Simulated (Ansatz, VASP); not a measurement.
## One calculation of WSe2, two programs

Contents of POSCAR:

```
WSe2
1.0
    3.2997376807      0.0000000000      0.0000000000
   -1.6498688403      2.8576566573      0.0000000000
    0.0000000000      0.0000000000     12.8801284406
W Se
2 4
Direct
    0.6666666667      0.3333333333      0.2500259670
    0.3333333333      0.6666666667      0.7499740330
    0.3333333333      0.6666666667      0.3790873480
    0.6666666667      0.3333333333      0.8790366953
    0.3333333333      0.6666666667      0.1209633047
    0.6666666667      0.3333333333      0.6209126520
```

INCAR.step1

```
ALGO = Normal
EDIFF = 1E-4
ENCUT = 520
GGA = PE
ISMEAR = 0
LASPH = True
LCHARG = False
LREAL = False
LWAVE = True
NBANDS = 35
NELM = 80
PREC = Accurate
SIGMA = 0.01
```

Contents of INCAR.step2:

```
ALGO = Normal
EDIFF = 1E-6
ENCUT = 520
ISIF = 2
ISMEAR = 0
ISTART = 1
LASPH = True
LCHARG = True
LELF = True
LMIXTAU = True
LREAL = False
LVHAR = True
LWAVE = False
METAGGA = R2SCAN
NBANDS = 35
NELM = 80
PREC = Accurate
SIGMA = 0.01
```

File KPOINTS:

```
k-points
0
Gamma
  12 12 2
```

Input for Ansatz:

```yaml
crystal:
  lattice:
    - [3.2997376807, 0.0, 0.0]
    - [-1.6498688403, 2.8576566573, 0.0]
    - [0.0, 0.0, 12.8801284406]
  atoms:
    - { symbol: W, position: [0.6666666667, 0.3333333333, 0.250025967] }
    - { symbol: W, position: [0.3333333333, 0.6666666667, 0.749974033] }
    - { symbol: Se, position: [0.3333333333, 0.6666666667, 0.379087348] }
    - { symbol: Se, position: [0.6666666667, 0.3333333333, 0.8790366953] }
    - { symbol: Se, position: [0.3333333333, 0.6666666667, 0.1209633047] }
    - { symbol: Se, position: [0.6666666667, 0.3333333333, 0.620912652] }
kpoints:
  mp_grid: { grid: [12, 12, 2] }
  band_path:
    path:
      - [0.0, 0.0, 0.0]
      - [0.5, 0.0, 0.0]
      - [0.3333333333, 0.3333333333, 0.0]
      - [0.0, 0.0, 0.5]
      - [0.5, 0.0, 0.5]
      - [0.3333333333, 0.3333333333, 0.5]
      - [0.182292, 0.179687, 0.0]
    npoints: 1
hamiltonian:
  xc: r2scan
scf:
  occupations: { method: fixed }
  n_extra_bands: 5
output:
  forces: true
  stress: true
  eigenvalues: true
```

Change from the starting cell: uniaxial_z strain -2.0%.

Alike in both runs: task single point; functional r2SCAN; k mesh 12 × 12 × 2; no spin polarisation.

|  | VASP | Ansatz |
| --- | --- | --- |
| version | VASP 6.6.1 | Ansatz 0.2.0 |
| potentials or method | VASP PAW PBE potentials, release 64 (W_sv, Se) | plane waves, PAW |
| plane-wave cutoff (eV) | 520 | 500 |
| occupations | gaussian, width 0.01 eV | fixed |
| valence electrons in the cell | 52 | 92 |

Ansatz gave:

| Property | Result |
| --- | --- |
| gap on the k mesh at the Fermi level (eV) | 1.07 |
| pressure (GPa) | 1.9 |
| traceless stress, the component that is largest in VASP (GPa) | 0.52 |
| rms of the force components (eV/Å) | 0.019 |

Q: What did VASP give for the same quantities?

A: gap on the k mesh at the Fermi level (eV): 1.06; pressure (GPa): 2.3; traceless stress, the component that is largest in VASP (GPa): 0.56; rms of the force components (eV/Å): 0.003.

VASP's potentials were made for PBE, not for r2SCAN. Atom by atom the forces differ by 0.022 eV/Å (rms over components). VASP's potentials hold 52 valence electrons a cell and Ansatz's 92, so a difference there can come from the potentials and not from the codes.

Spin-orbit coupling is off throughout.
